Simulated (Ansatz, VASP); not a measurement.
Two plane-wave programs on Te2Mo

Contents of INCAR:

```
SYSTEM = Te2Mo
  ALGO = Normal
  EDIFF = 1E-6
  ENCUT = 520
  GGA = PE
  ISIF = 2
  ISMEAR = 0
  LASPH = .TRUE.
  LCHARG = .FALSE.
  LREAL = .FALSE.
  LWAVE = .FALSE.
  NBANDS = 35
  NELM = 60
  PREC = Accurate
  SIGMA = 0.05
```

Contents of KPOINTS:

```
k-points
0
G
  12 12 2
  0 0 0
```

File POSCAR:

```
Te2Mo
1.0
    3.3792131114      0.0000000000      0.0000000000
   -1.6896065557      2.9264843993      0.0000000000
    0.0000000000      0.0000000000     15.2047186580
Te Mo
4 2
Direct
    0.3333333333      0.6666666667      0.6310943552
    0.6666666667      0.3333333333      0.1310943552
    0.3333333333      0.6666666667      0.8689056448
    0.6666666667      0.3333333333      0.3689056448
    0.3333333333      0.6666666667      0.2500000000
    0.6666666667      0.3333333333      0.7500000000
```

Input for Ansatz:

```yaml
crystal:
  lattice:
    - [3.3792131114, 0.0, 0.0]
    - [-1.6896065557, 2.9264843993, 0.0]
    - [0.0, 0.0, 15.204718658]
  atoms:
    - { symbol: Te, position: [0.3333333333, 0.6666666667, 0.6310943552] }
    - { symbol: Te, position: [0.6666666667, 0.3333333333, 0.1310943552] }
    - { symbol: Te, position: [0.3333333333, 0.6666666667, 0.8689056448] }
    - { symbol: Te, position: [0.6666666667, 0.3333333333, 0.3689056448] }
    - { symbol: Mo, position: [0.3333333333, 0.6666666667, 0.25] }
    - { symbol: Mo, position: [0.6666666667, 0.3333333333, 0.75] }
basis:
  ecutwfc: 420
kpoints:
  mp_grid: { grid: [12, 12, 2] }
hamiltonian:
  xc: pbe
scf:
  occupations: { method: gaussian, width: 0.05 }
output:
  forces: true
  stress: true
  eigenvalues: true
```

Change from the starting cell: strain -0.050 along x and y, +0.000 along z, atoms carried along.

Alike in both runs: task single point; functional PBE; k mesh 12 × 12 × 2; occupations gaussian, width 0.05 eV; no spin polarisation.

```csv
,VASP,Ansatz
version,VASP 6.6.1,Ansatz 0.2.0
potentials or method,"VASP PAW PBE potentials, release 64 (Te, Mo_sv), cutoff 520 eV","scalar-relativistic, plane waves, PAW"
valence electrons in the cell,52,92
```

Ansatz gave:

- gap on the k mesh at the Fermi level (eV): 0.90
- least direct gap on the mesh (eV): 1.30
- pressure (GPa): 10.4
- traceless stress, the component that is largest in VASP (GPa): -2.19
- rms of the force components (eV/Å): 0.487

Estimate VASP's values.

gap on the k mesh at the Fermi level (eV): 0.90; least direct gap on the mesh (eV): 1.30; pressure (GPa): 10.4; traceless stress, the component that is largest in VASP (GPa): -2.12; rms of the force components (eV/Å): 0.493.

Atom by atom the forces differ by 0.007 eV/Å (rms over components). VASP's potentials hold 52 valence electrons a cell and Ansatz's 92, so a difference there can come from the potentials and not from the codes.

Spin-orbit coupling is off throughout.
